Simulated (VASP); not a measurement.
A run of VASP 6.6.1:

INCAR

```
SYSTEM = Hf2TaN4
  PREC = Accurate
  ENCUT = 600
  EDIFF = 1E-6
  ISMEAR = 0
  SIGMA = 0.2
  LREAL = .FALSE.
  LASPH = .TRUE.
  NELM = 120
  ALGO = Normal
  ISIF = 2
  LWAVE = .FALSE.
  LCHARG = .TRUE.
  GGA = PE
  LELF = .TRUE.
  LVHAR = .TRUE.
  NBANDS = 34
  GGA_COMPAT = .FALSE.
```

The input KPOINTS:

```
Automatic mesh
0
G
  6 6 4
  0 0 0
```

Contents of POSCAR:

```
Hf2TaN4
1.0
    3.4648200361     -0.0006479203     -0.0009230259
   -1.7329688932      2.9993261395      0.0012305958
   -0.0025695422      0.0024702704      8.9354592406
Hf Ta N
2 1 4
Direct
    0.6664389568      0.3330806427      0.3866656018
    0.3335251603      0.6666899357      0.0399845999
   -0.0000621529      1.0000503146      0.7245928975
    0.3332325080      0.6667836184      0.7579533281
    0.3333162570      0.6668907238      0.2703557747
    0.0000564411      0.9999361114      0.5036285397
    0.0001594963      0.9999019867      0.9848193182
```

Potentials or basis: VASP PAW PBE potentials, release 64 (Hf_pv, Ta_pv, N).

The run is started by

```bash
$ cat potpaw_PBE.64/Hf_pv/POTCAR potpaw_PBE.64/Ta_pv/POTCAR potpaw_PBE.64/N/POTCAR > POTCAR
$ mpirun -np 1 vasp_std > vasp.out
```

Hardware: 1 thread of Oxide Virtual Turin-like Processor, with other jobs on the host.

Question: How long does it take, and how much memory?

Answer: Wall time 6.9 min on 1 thread of Oxide Virtual Turin-like Processor, with other jobs on the host, peak memory 0.38 GiB. Counts: scf iterations 17, k points 76.
